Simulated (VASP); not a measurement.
Wanted: the native input for a VASP 6.6.1 run.

```
Task                   : single point
Functional             : PBEsol
Potentials or basis    : VASP PAW PBE potentials, release 64 (Sn_d, O)
Cutoff                 : 520 eV
k mesh                 : 12 × 12 × 12
Occupations            : gaussian, width 0.05 eV
Spin                   : no spin polarisation
Dipole correction      : no
Further INCAR settings : ALGO = Normal; EDIFF = 1e-06; NBANDS = 20
```

The structure of SnO2 lies in POSCAR:

```
SnO2
1.0
    1.5763225363      0.9100902406      4.3304882037
   -1.5763225363      0.9100902406      4.3304882037
    0.0000000000     -1.8201804813      4.3304882037
Sn O
1 2
Direct
    0.5000000000      0.5000000000      0.5000000000
    0.2350891156      0.2350891156      0.2350891156
    0.7649108844      0.7649108844      0.7649108844
```

One way to write it, as run:

INCAR

```
SYSTEM = SnO2
PREC = Accurate
ENCUT = 520
EDIFF = 1E-6
ISMEAR = 0
SIGMA = 0.05
LREAL = .False.
LASPH = .True.
NELM = 80
ALGO = Normal
ISIF = 2
LWAVE = .False.
LCHARG = .False.
GGA = PS
NBANDS = 20
```

KPOINTS

```
regular mesh
0
Gamma
  12 12 12
  0 0 0
```

Potentials or basis: VASP PAW PBE potentials, release 64 (Sn_d, O).

Launch:

```sh
$ cat potpaw_PBE.64/Sn_d/POTCAR potpaw_PBE.64/O/POTCAR > POTCAR
$ mpirun -np 1 vasp_std > vasp.out
```

Results of the run:

```
Pressure               : 21.4 GPa
Largest force          : 2.135 eV/Å
Band gap on the k mesh : 2.50 eV, indirect (least direct gap 2.82 eV)
```

Caveat: the PAW data sets were made with another functional, which shifts forces and pressure a little; spin-orbit coupling is left out, which moves the levels of the heavy elements.

Run time: 70 s on 1 thread of Intel(R) Xeon(R) 6975P-C (Granite Rapids), with other jobs on the host, peak memory 0.28 GiB.
